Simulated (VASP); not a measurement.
TaW4:

```
CELL_PARAMETERS angstrom
-3.24034 3.24034 2.04937
3.24034 -3.24034 2.04937
3.24034 3.24034 -2.04937
ATOMIC_POSITIONS crystal
Ta 0.00000 0.00000 0.00000
W 0.60000 0.80000 0.40000
W 0.40000 0.20000 0.60000
W 0.80000 0.40000 0.20000
W 0.20000 0.60000 0.80000
```

```yaml
Program: VASP 6.6.1
Task: relaxation of cell and atoms
Functional: PBE
Potentials_or_basis: VASP PAW PBE potentials, release 64 (Ta_pv, W_sv)
Cutoff: 600 eV
k_mesh: 6 × 6 × 6
Occupations: gaussian, width 0.1 eV
Spin: no spin polarisation
```

At the start: pressure -4.6 GPa; volume 17.21 Å³/atom.

How do energy, volume and symmetry change on relaxing?

Over 10 steps the energy falls by 7.3 meV/atom and the volume is 16.91 Å³/atom (-1.8 %); space group I4/m (No. 87, to 0.1 Å) before and after.

The path:
| step | energy change (eV) | largest force (eV/Å) | pressure (GPa) | volume (Å³) |
| --- | --- | --- | --- | --- |
| 1 | 0.0000 | 0.2368 | -4.59 | 86.07 |
| 2 | 0.1790 | 0.1225 | 15.83 | 80.07 |
| 3 | -0.0252 | 0.2132 | 0.14 | 84.47 |
| 4 | -0.0252 | 0.2126 | 0.26 | 84.43 |
| 5 | -0.0309 | 0.1145 | 0.15 | 84.46 |
| 6 | -0.0323 | 0.1149 | 0.10 | 84.49 |
| 7 | -0.0344 | 0.0807 | -0.32 | 84.62 |
| 8 | -0.0355 | 0.0347 | -0.89 | 84.81 |
| 9 | -0.0363 | 0.0182 | -0.51 | 84.68 |
| 10 | -0.0367 | 0.0041 | -0.01 | 84.53 |

Final structure:
```xyz
5
Lattice="-3.2242 3.2242 2.0327 3.2242 -3.2242 2.0327 3.2242 3.2242 -2.0327" Properties=species:S:1:pos:R:3 pbc="T T T"
Ta   -3.2242    3.2242    2.0327
W     1.9385    0.6113    2.0327
W     1.2857    2.6129    0.0000
W    -0.6113    1.9385    2.0327
W     3.8355    1.2857    0.0000
```
